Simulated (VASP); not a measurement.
# MnSb in VASP: notebook, part 3 of 3

VASP 6.6.1. Earlier steps stand in the parts before.

### 4 Single point, PBEsol, collinear spin, ferromagnetic start

Input file INCAR:

```
PREC = Accurate
ENCUT = 520
EDIFF = 1E-6
ISMEAR = -1
SIGMA = 0.05
LREAL = False
LASPH = True
NELM = 150
ALGO = Normal
ISIF = 2
LWAVE = False
LCHARG = False
ISPIN = 2
MAGMOM = 0 4
LORBIT = 11
LMAXMIX = 4
GGA = PS
NBANDS = 20
```

Input file KPOINTS:

```
Automatic mesh
0
Gamma
  6 6 6
```

Input file POSCAR:

```
MnSb
1.0
    0.0000000000      2.7950160000      2.7950160000
    2.7950160000      0.0000000000      2.7950160000
    2.7950160000      2.7950160000      0.0000000000
Sb Mn
1 1
Direct
    0.5167160000      0.4918740000      0.4948440000
   -0.0101640000      0.0144330000     -0.0025580000
```

Potentials or basis: VASP PAW PBE potentials, release 64 (Sb, Mn_pv).

Command:

```console
cat potpaw_PBE.64/Sb/POTCAR potpaw_PBE.64/Mn_pv/POTCAR > POTCAR
mpirun -np 1 vasp_std > vasp.out
```

OUTCAR:

```text
PREC = Accurate
   ENCUT = 520
   EDIFF = 1E-6
   ISMEAR = -1
   LREAL = False
   LASPH = True
   NELM = 150
   ISIF = 2
   ISPIN = 2
   LORBIT = 11
   GGA = PS

 ion  position               nearest neighbor table
   1  0.517  0.492  0.495-   2 2.73   2 2.73   2 2.78   2 2.81   2 2.86   2 2.87
   2  0.990  0.014  0.997-   1 2.73   1 2.73   1 2.78   1 2.81   1 2.86   1 2.87

  LATTYP: Found a face centered cubic cell.
 ALAT       =     5.5900320000

  Lattice vectors:

 A1 = (   0.0000000000,   2.7950160000,   2.7950160000)
 A2 = (   2.7950160000,   0.0000000000,   2.7950160000)
 A3 = (   2.7950160000,   2.7950160000,   0.0000000000)

Analysis of symmetry for initial positions (statically):
=====================================================================
 Subroutine PRICEL returns:
 Original cell was already a primitive cell.

 Routine SETGRP: Setting up the symmetry group for a
 face centered cubic supercell.

 Subroutine GETGRP returns: Found  1 space group operations
 (whereof  1 operations were pure point group operations)
 out of a pool of 48 trial point group operations.

The static configuration has the point symmetry C_1 .

Analysis of symmetry for dynamics (positions and initial velocities):
=====================================================================
 Subroutine PRICEL returns:
 Original cell was already a primitive cell.

 Routine SETGRP: Setting up the symmetry group for a
 face centered cubic supercell.

 Subroutine GETGRP returns: Found  1 space group operations
 (whereof  1 operations were pure point group operations)
 out of a pool of 48 trial point group operations.

The dynamic configuration has the point symmetry C_1 .

Analysis of structural, dynamic, and magnetic symmetry:
=====================================================================
 Subroutine PRICEL returns:
 Original cell was already a primitive cell.

 Routine SETGRP: Setting up the symmetry group for a
 face centered cubic supercell.

 Subroutine GETGRP returns: Found  1 space group operations
 (whereof  1 operations were pure point group operations)
 out of a pool of 48 trial point group operations.

The overall configuration has the point symmetry C_1 .

 Subroutine INISYM returns: Found  1 space group operations
 (whereof  1 operations are pure point group operations),
 and found     1 'primitive' translations

----------------------------------------------------------------------------------------

                                     Primitive cell

  volume of cell :      43.6700

  direct lattice vectors                    reciprocal lattice vectors
     0.000000000  2.795016000  2.795016000    -0.178889853  0.178889853  0.178889853
     2.795016000  0.000000000  2.795016000     0.178889853 -0.178889853  0.178889853
     2.795016000  2.795016000  0.000000000     0.178889853  0.178889853 -0.178889853

  length of vectors
     3.952749534  3.952749534  3.952749534     0.309846314  0.309846314  0.309846314

  position of ions in fractional coordinates (direct lattice)
     0.516716000  0.491874000  0.494844000
     0.989836000  0.014433000  0.997442000

  ion indices of the primitive-cell ions
   primitive index   ion index
                 1           1
                 2           2
[... 58 lines left out ...]
   dimension x,y,z NGXF=    60 NGYF=   60 NGZF=   60
   ions per type =               1   1
   NGX,Y,Z   is equivalent  to a cutoff of  12.62, 12.62, 12.62 a.u.
   NGXF,Y,Z  is equivalent  to a cutoff of  25.23, 25.23, 25.23 a.u.
 SYSTEM =  unknown system
   PREC   = accura    normal or accurate (medium, high low for compatibility)
   ISTART =      0    job   : 0-new  1-cont  2-samecut
   ICHARG =      2    charge: 1-file 2-atom 10-const
   ISPIN  =      2    spin polarized calculation?
   LNONCOLLINEAR =      F non collinear calculations
   LSORBIT =      F    spin-orbit coupling
   LASPH  =      T    aspherical Exc in radial PAW
   ENCUT  =  520.0 eV  38.22 Ry    6.18 a.u.   7.35  7.35  7.35*2*pi/ulx,y,z
   NELM   =    150;   NELMIN=  2; NELMDL= -5     # of ELM steps
   EDIFF  = 0.1E-05   stopping-criterion for ELM
   LREAL  =      F    real-space projection
   EDIFFG = 0.1E-04   stopping-criterion for IOM
   NSW    =      0    number of steps for IOM
   IBRION =     -1    ionic relax: 0-MD 1-quasi-New 2-CG
   NFREE  =      0    steps in history (QN), initial steepest desc. (CG)
   ISIF   =      2    stress and relaxation
   ISYM   =      2    0-nonsym 1-usesym 2-fastsym
   POTIM  = 0.5000    time-step for ionic-motion
   TEBEG  =    0.0;   TEEND  =   0.0 temperature during run
   PSTRESS=    0.0 pullay stress
   NELECT =      18.0000    total number of electrons
   NUPDOWN=      -1.0000    fix difference up-down
   EMIN   =  10.00;   EMAX   =-10.00  energy-range for DOS
   EFERMI =   0.00;   METHOD = LEGACY
   ISMEAR =    -1;   SIGMA  =   0.05  broadening in eV -4-tet -1-fermi 0-gaus
   EFERMI_NEDOS =   21; number of points for ismear=-14 and -15
   IALGO  =     38    algorithm
   IMIX   =      4    mixing-type and parameters
     AMIX     =   0.40;   BMIX     =  1.00
     AMIX_MAG =   1.60;   BMIX_MAG =  1.00
  volume/ion in A,a.u.               =      21.83       147.35
  Fermi-wavevector in a.u.,A,eV,Ry     =   1.218348  2.302344 20.196106  1.484372
  Thomas-Fermi vector in A             =   2.353638
   LORBIT       =     11    0 simple, 1 ext, 2 COOP (PROOUT), +10 PAW based schemes
   GGA     = PS    functional components
   LHFCALC =     F    Hartree Fock is set to
   AEXX    =    0.0000 exact exchange contribution
   IVDW    =     0    specifies the selected vdW correction
   LEPSILON=     F    determine dielectric tensor
   LRPA    =     F    only Hartree local field effects (RPA)
 spin polarized calculation
  energy-cutoff  :      520.00
  volume of cell :       43.67
 maximum number of plane-waves:      1243
 NGX is ok and might be reduce to    30
   NGX = 15   NGY = 15   NGZ = 15

 number of electron      17.9999996 magnetization       3.8102503

 Free energy of the ion-electron system (eV)
  ---------------------------------------------------
  ext. energy  EPLUGINS =         0.00000000
  ---------------------------------------------------
  free energy    TOTEN  =       -13.77780340 eV

  energy without entropy =      -13.76843585  energy(sigma->0) =      -13.77311963

 E-fermi :   7.4299     XC(G=0): -10.7023

 val. band max:        7.4154348479   @ k =   0.5000   0.5000   0.1667
 cond. band min:       7.4306079979   @ k =   0.0000   0.1667   0.1667
 fundamental gap:      0.0151731499
 Fermi energy:         7.4299463763

 spin component 1

 k-point     1 :       0.0000    0.0000    0.0000
  band No.  band energies     occupation
      1     -42.6470      1.00000
      2     -42.6453      1.00000
      3     -42.6443      1.00000
      4      -4.0869      1.00000
      5       4.4220      1.00000
      6       4.4257      1.00000
[... 541 lines left out ...]
     19      19.3322      0.00000
     20      22.0242      0.00000

 [... further k-points ...]

 spin component 2

 k-point     1 :       0.0000    0.0000    0.0000
  band No.  band energies     occupation
      1     -38.7855      1.00000
      2     -38.7835      1.00000
      3     -38.7815      1.00000
      4      -3.9696      1.00000
      5       7.5423      0.09561
      6       7.5679      0.05955
[... 541 lines left out ...]
     19      19.8056      0.00000
     20      22.2454      0.00000

 [... further k-points ...]
[... 5 lines left out ...]
  --------------------------------------------------------------------------------------
  -------------------------------------------------------------------------------------
  Total       -1.0430438     -1.0523189     -1.1745314      0.0305869     -0.0049670      0.0051778
  in kB      -38.2675120    -38.6078018    -43.0915702      1.1221828     -0.1822305      0.1899665
  external PRESSURE =     -39.9889613 kB  Pullay stress =       0.0000000 kB

 VOLUME and BASIS-vectors are now :
 -----------------------------------------------------------------------------
  energy-cutoff  :      520.00
  volume of cell :       43.67
      direct lattice vectors                 reciprocal lattice vectors
     0.000000000  2.795016000  2.795016000    -0.178889853  0.178889853  0.178889853
     2.795016000  0.000000000  2.795016000     0.178889853 -0.178889853  0.178889853
     2.795016000  2.795016000  0.000000000     0.178889853  0.178889853 -0.178889853

 POSITION                                       TOTAL-FORCE (eV/Angst)
 -----------------------------------------------------------------------------------
      2.75789      2.82733      2.81903         0.298212     -0.287211     -0.050002
      2.82821      5.55447      2.80695        -0.298212      0.287211      0.050002
 -----------------------------------------------------------------------------------
    total drift:                               -0.000829      0.000652      0.000486

  FREE ENERGIE OF THE ION-ELECTRON SYSTEM (eV)
  ---------------------------------------------------
  free  energy   TOTEN  =       -13.7778034014 eV

  energy  without entropy=      -13.7684358489  energy(sigma->0) =      -13.77311963

 total charge

# of ion       s       p       d       tot
------------------------------------------
    1        1.144   1.294   0.036   2.473
    2        0.283   6.187   4.996  11.466
--------------------------------------------------
tot          1.427   7.480   5.031  13.939

 magnetization (x)

# of ion       s       p       d       tot
------------------------------------------
    1        0.011  -0.124   0.011  -0.102
    2        0.071   0.035   3.622   3.728
--------------------------------------------------
tot          0.082  -0.089   3.633   3.626
```

stdout:

```text
POSCAR found type information on POSCAR SbMn
 POSCAR found :  2 types and       2 ions
 scaLAPACK will be used
 -----------------------------------------------------------------------------
|                                                                             |
|                                                                             |
|     You enforced a specific xc type in the INCAR file but a different       |
|     I HOPE YOU KNOW WHAT YOU ARE DOING!                                     |
|                                                                             |
 -----------------------------------------------------------------------------

 LDA part: xc-table for (Slater+PW92), standard interpolation
 POSCAR, INCAR and KPOINTS ok, starting setup
 FFT: planning ... GRIDC
 FFT: planning ... GRID_SOFT
 FFT: planning ... GRID
 WAVECAR not read
 entering main loop
```

Run time: 2.9 min. Hardware: 1 thread of Intel Xeon Platinum 8488C (Sapphire Rapids), shared host; peak memory 0.3 GiB.

Results:

```yaml
Free_energy: -13.7778 eV
Pressure: -4.0 GPa
Largest_force: 0.417 eV/Å
Net_moment: 3.81 μB per cell
Site_moments: Sb -0.10; Mn +3.73 μB
Valence_electrons_inside_the_program's_atomic_spheres: Sb 2.47; Mn 11.47
```

Forces in eV/Å, atoms in the order of the input:
```
Sb   0.298 -0.287 -0.050
Mn  -0.298  0.287  0.050
```

Stress tensor (GPa, compression positive):
```
-3.83  0.11  0.02
 0.11 -3.86 -0.02
 0.02 -0.02 -4.31
```

Caveat: the cell stands under tension; the PAW data sets were made with another functional, which shifts forces and pressure a little; spin-orbit coupling is left out, which moves the levels of the heavy elements; a cell with one magnetic atom can't hold antiferromagnetic order, which such compounds often take.

### 5 Single point, PBEsol, collinear spin, ferromagnetic start

Input file INCAR:

```
SYSTEM = MnSb
PREC = Accurate
ENCUT = 520
EDIFF = 1E-7
ISMEAR = -1
SIGMA = 0.05
LREAL = .False.
LASPH = .True.
NELM = 150
ALGO = Normal
ISIF = 2
LWAVE = .False.
LCHARG = .True.
ISPIN = 2
MAGMOM = 0 4
LORBIT = 11
LMAXMIX = 4
GGA = PS
LELF = .True.
LVHAR = .True.
NBANDS = 20
```

Input file KPOINTS:

```
regular mesh
0
Gamma
  6 6 6
  0 0 0
```

POSCAR is that of step 4.

Command:

```console
cat potpaw_PBE.64/Sb/POTCAR potpaw_PBE.64/Mn_pv/POTCAR > POTCAR
mpirun -np 1 vasp_std > vasp.out
```

Wall time 3.9 min (1 thread of Intel Xeon Platinum 8488C (Sapphire Rapids), shared host); peak memory 0.3 GiB.

The run converged. Its results:

| Property | Result |
| --- | --- |
| Free energy | -13.7778 eV |
| Pressure | -4.0 GPa |
| Largest force | 0.417 eV/Å |
| Net moment | 3.81 μB per cell |
| Site moments | Sb -0.10; Mn +3.73 μB |
| Valence electrons inside the program's atomic spheres | Sb 2.47; Mn 11.47 |

Forces on the atoms (eV/Å):
```
Sb   0.298 -0.287 -0.050
Mn  -0.298  0.287  0.050
```

Stress tensor (GPa, compression positive):
```
-3.81  0.11  0.02
 0.11 -3.84 -0.02
 0.02 -0.02 -4.29
```

Levels at points of the mesh, in eV from the Fermi level:
Spin up:
| k point | band 9 | band 10 | band 11 | band 12 | band 13 | band 14 |
| --- | --- | --- | --- | --- | --- | --- |
| (0.00, 0.00, 0.00) | -2.77 | 1.33 | 1.34 | 1.35 | 4.93 | 8.00 |
| (0.50, 0.00, 0.00) | -2.62 | -2.28 | 2.74 | 2.74 | 3.99 | 4.85 |
| (0.00, 0.50, 0.00) | -2.62 | -2.28 | 2.72 | 2.73 | 4.01 | 4.86 |
| (0.00, 0.00, 0.50) | -2.62 | -2.29 | 2.67 | 2.72 | 4.03 | 4.88 |
| (0.50, 0.50, 0.50) | -2.62 | -2.29 | 2.67 | 2.72 | 4.03 | 4.88 |
| (0.50, 0.50, 0.00) | -2.51 | -1.75 | -1.47 | -1.41 | 0.92 | 4.82 |
| (0.00, 0.50, 0.50) | -2.51 | -1.74 | -1.48 | -1.46 | 0.93 | 4.83 |
| (0.50, 0.00, 0.50) | -2.51 | -1.74 | -1.48 | -1.45 | 0.93 | 4.83 |
Spin down:
| k point | band 3 | band 4 | band 5 | band 6 | band 7 | band 8 | band 9 | band 10 | band 11 | band 12 |
| --- | --- | --- | --- | --- | --- | --- | --- | --- | --- | --- |
| (0.00, 0.00, 0.00) | -46.21 | -11.40 | 0.11 | 0.14 | 0.20 | 0.23 | 0.25 | 1.43 | 1.45 | 1.46 |
| (0.50, 0.00, 0.00) | -46.21 | -9.33 | -5.49 | -1.81 | -1.79 | 0.91 | 0.91 | 1.11 | 4.03 | 4.16 |
| (0.00, 0.50, 0.00) | -46.21 | -9.33 | -5.49 | -1.80 | -1.79 | 0.91 | 0.91 | 1.11 | 3.96 | 4.15 |
| (0.00, 0.00, 0.50) | -46.21 | -9.33 | -5.49 | -1.79 | -1.78 | 0.91 | 0.91 | 1.10 | 3.84 | 4.13 |
| (0.50, 0.50, 0.50) | -46.21 | -9.33 | -5.49 | -1.79 | -1.78 | 0.91 | 0.91 | 1.10 | 3.84 | 4.13 |
| (0.50, 0.50, 0.00) | -46.21 | -8.96 | -4.51 | -1.41 | -1.36 | -0.63 | 0.52 | 1.00 | 1.18 | 1.18 |
| (0.00, 0.50, 0.50) | -46.21 | -8.96 | -4.51 | -1.38 | -1.35 | -0.67 | 0.52 | 0.99 | 1.18 | 1.18 |
| (0.50, 0.00, 0.50) | -46.21 | -8.96 | -4.51 | -1.38 | -1.35 | -0.66 | 0.52 | 0.99 | 1.18 | 1.18 |

Caveat: the cell stands under tension; the PAW data sets were made with another functional, which shifts forces and pressure a little; spin-orbit coupling is left out, which moves the levels of the heavy elements; a cell with one magnetic atom can't hold antiferromagnetic order, which such compounds often take.

### 6 Overview

```tsv
level	potentials or basis	cell	k mesh	smearing	gap on the mesh (eV)	pressure (GPa)	moment (μB)
LDA	VASP PAW LDA potentials, release 64 (Sb, Mn_pv)	as given, atomic positions A	8 × 8 × 8	gaussian 0.02 eV	none	-7.8	3.74
PBEsol	VASP PAW PBE potentials, release 64 (Sb, Mn_pv)	as given, atomic positions A	8 × 8 × 8	gaussian 0.1 eV	none	-4.1	3.84
PBEsol	VASP PAW PBE potentials, release 64 (Sb, Mn_pv)	as given, atomic positions B	6 × 6 × 6	fermi-dirac 0.05 eV	none	-4.0	3.81
```

Alike in all rows: task single point; spin collinear, ferromagnetic start; cutoff (eV) 520.

Caveats: the cell stands under tension; spin-orbit coupling is left out, which moves the levels of the heavy elements; a cell with one magnetic atom can't hold antiferromagnetic order, which such compounds often take; the PAW data sets were made with another functional, which shifts forces and pressure a little (at least some runs).

Total energies depend on the potentials used, so only differences within one code and one set of settings carry meaning.
